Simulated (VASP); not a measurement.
Runs of VASP 6.6.1 on AlN. The structure is that of space group P6_3mc (No. 186), or close to it. The cells are those of the table. 

```csv
task,cell,k mesh,cutoff (eV),smearing,gap on the mesh (eV),pressure (GPa),largest force (eV/Å)
single point,"a = 3.130, b = 3.130, c = 5.018 Å, angles 90.0, 90.0, 120.0°, 4 atoms",12 × 12 × 6,520,gaussian 0.01 eV,4.04,-0.3,-
single point,"a = 3.130, b = 3.130, c = 5.018 Å, angles 90.0, 90.0, 120.0°, 4 atoms",12 × 12 × 4,520,gaussian 0.05 eV,4.04,-0.3,-
single point,"a = 3.114, b = 3.114, c = 4.834 Å, angles 90.0, 90.0, 120.0°, 4 atoms",9 × 9 × 6,520,gaussian 0.02 eV,(a),19.3,5.21
single point,"a = 3.035, b = 3.035, c = 5.304 Å, angles 90.0, 90.0, 120.0°, 4 atoms",9 × 9 × 6,520,gaussian 0.02 eV,3.77,(b),1.42
relaxation of cell and atoms,"relaxed to 8 GPa from a = 3.116, b = 3.116, c = 4.990 Å, angles 90.0, 90.0, 120.0°, 4 atoms",12 × 12 × 6,600,gaussian 0.01 eV,4.38,8.0,-
```

Alike in all rows: level PBE; potentials or basis VASP PAW PBE potentials, release 64 (Al, N); no spin polarisation.

Task: Fill in the values left out.

Result: (a) 4.45; (b) 9.3.

Caveats: forces of over 1 eV/Å act on the atoms, so gaps and moduli don't describe the material at rest (some runs); the cell is relaxed towards a set pressure, so the enthalpy falls and the energy may rise (some runs).

A k mesh can miss the band edges.
